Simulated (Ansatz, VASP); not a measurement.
## AlNi in VASP and in Ansatz

```xyz
2
Lattice="2.8931 0.0000 -0.0579 0.0000 2.8931 0.0000 -0.0579 0.0000 2.8931" Properties=species:S:1:pos:R:3 pbc="T T T"
Al    0.0000    0.0000    0.0000
Ni    1.4176    1.4465    1.4176
```

Change from the starting cell: strain -0.0400 x Voigt [0, 0, 0, 0, 1, 0], atoms carried along.

Alike in both runs: task single point; functional PBE; k mesh 20 × 20 × 20; occupations gaussian, width 0.15 eV; no spin polarisation.

|  | VASP | Ansatz |
| --- | --- | --- |
| version | VASP 6.6.1 | Ansatz 0.2.0 |
| potentials or method | VASP PAW PBE potentials, release 64 (Al, Ni), cutoff 520 eV | scalar-relativistic, plane waves, PAW |
| valence electrons in the cell | 13 | 21 |

|  | VASP | Ansatz | Ansatz less VASP |
| --- | --- | --- | --- |
| gap on the k mesh at the Fermi level (eV) | none | none | - |
| pressure (GPa) | 0.1 | 0.3 | +0.21 |
| traceless stress, the component that is largest in VASP (GPa) | 4.64 | 4.65 | +0.017 |

A gap of «none» marks a metal or a gap that the smearing closes. With one functional, cell and mesh, what is left measures potentials, basis and numerics. VASP's potentials hold 13 valence electrons a cell and Ansatz's 21, so a difference there can come from the potentials and not from the codes.
